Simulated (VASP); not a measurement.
A run of VASP 6.6.1:

Contents of INCAR:

```
SYSTEM = SrTiO3
PREC = Accurate
ENCUT = 520
EDIFF = 1E-6
ISMEAR = 0
SIGMA = 0.05
LREAL = .False.
LASPH = .True.
NELM = 80
ALGO = Normal
ISIF = 2
LWAVE = .False.
LCHARG = .False.
GGA = PE
NBANDS = 51
```

The input KPOINTS:

```
Automatic mesh
0
Gamma
  8 8 8
  0 0 0
```

Contents of POSCAR:

```
SrTiO3
1.0
   -2.6878083238      2.7931859456      3.9467274087
    2.7931859456     -2.6878083238      3.9467274087
    2.7619696510      2.7619696510     -3.8725660815
Sr Ti O
2 2 6
Direct
    0.7500000000      0.2500000000      0.5000000000
    0.2500000000      0.7500000000      0.5000000000
    0.0000000000      0.0000000000      0.0000000000
    0.5000000000      0.5000000000      0.0000000000
    0.2500000000      0.2500000000      0.0000000000
    0.7500000000      0.7500000000      0.0000000000
    0.7280787197      0.2280787197      0.9561574394
    0.2280787197      0.2719212803      0.5000000000
    0.2719212803      0.7719212803      0.0438425606
    0.7719212803      0.7280787197      0.5000000000
```

Potentials or basis: VASP PAW PBE potentials, release 64 (Sr_sv, Ti_sv, O).

Command:

```sh
$ cat potpaw_PBE.64/Sr_sv/POTCAR potpaw_PBE.64/Ti_sv/POTCAR potpaw_PBE.64/O/POTCAR > POTCAR
$ mpirun -np 1 vasp_std > vasp.out
```

Hardware: 1 thread of Intel(R) Xeon(R) Platinum 8559C (Emerald Rapids), with other jobs on the host.

Task: Estimate the wall time of this run.

Result: It took 17 min on 1 thread of Intel(R) Xeon(R) Platinum 8559C (Emerald Rapids), with other jobs on the host, peak memory 0.8 GiB. Counts: scf iterations 17, k points 150.
